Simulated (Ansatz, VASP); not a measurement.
# Two plane-wave programs on NaF

The input INCAR:

```
SYSTEM = NaF
ALGO = Normal ; EDIFF = 1E-7
ENCUT = 520 ; ISIF = 2
ISMEAR = 0 ; LASPH = .True.
LCHARG = .False. ; LREAL = .False.
LWAVE = .False. ; NBANDS = 14
NELM = 100 ; PREC = Accurate
SIGMA = 0.01
```

Contents of KPOINTS:

```
k-points
0
Gamma
  10 10 10
  0 0 0
```

POSCAR

```
NaF
1.0
    2.7934851918      0.0000000000      0.0000000000
    0.0000000000      2.7934851918      0.0000000000
    0.0000000000      0.0000000000      2.7934851918
Na F
1 1
Direct
    0.0000000000      0.0000000000      0.0000000000
    0.5000000000      0.5000000000      0.5000000000
```

Input for Ansatz:

```yaml
crystal:
  lattice:
    - [2.7934851918, 0.0, 0.0]
    - [0.0, 2.7934851918, 0.0]
    - [0.0, 0.0, 2.7934851918]
  atoms:
    - { symbol: Na, position: [0.0, 0.0, 0.0] }
    - { symbol: F, position: [0.5, 0.5, 0.5] }
kpoints:
  mp_grid: { grid: [10, 10, 10] }
  band_path:
    path:
      - [0.0, 0.0, 0.0]
      - [0.0, 0.5, 0.0]
      - [0.5, 0.5, 0.0]
      - [0.5, 0.5, 0.5]
      - [0.0, 0.5, 0.5]
    npoints: 1
hamiltonian:
  xc: lda
scf:
  occupations: { method: fixed }
  n_extra_bands: 4
output:
  forces: true
  stress: true
  eigenvalues: true
```

Alike in both runs: task single point; functional LDA; k mesh 10 × 10 × 10; no spin polarisation.

|  | VASP | Ansatz |
| --- | --- | --- |
| version | VASP 6.6.1 | Ansatz 0.2.0 |
| potentials or method | VASP PAW LDA potentials, release 64 (Na_pv, F) | plane waves, PAW |
| plane-wave cutoff (eV) | 520 | 420 |
| occupations | gaussian, width 0.01 eV | fixed |
| valence electrons in the cell | 14 | 16 |

Ansatz gave:

```
gap on the k mesh at the Fermi level (eV) : 5.80
pressure (GPa)                            : -3.5
```

Which values does VASP return?

gap on the k mesh at the Fermi level (eV): 5.78; pressure (GPa): -3.6.

LDA's correlation is that of Perdew and Zunger in VASP and of Perdew and Wang (1992) in Ansatz. VASP's potentials hold 14 valence electrons a cell and Ansatz's 16, so a difference there can come from the potentials and not from the codes.
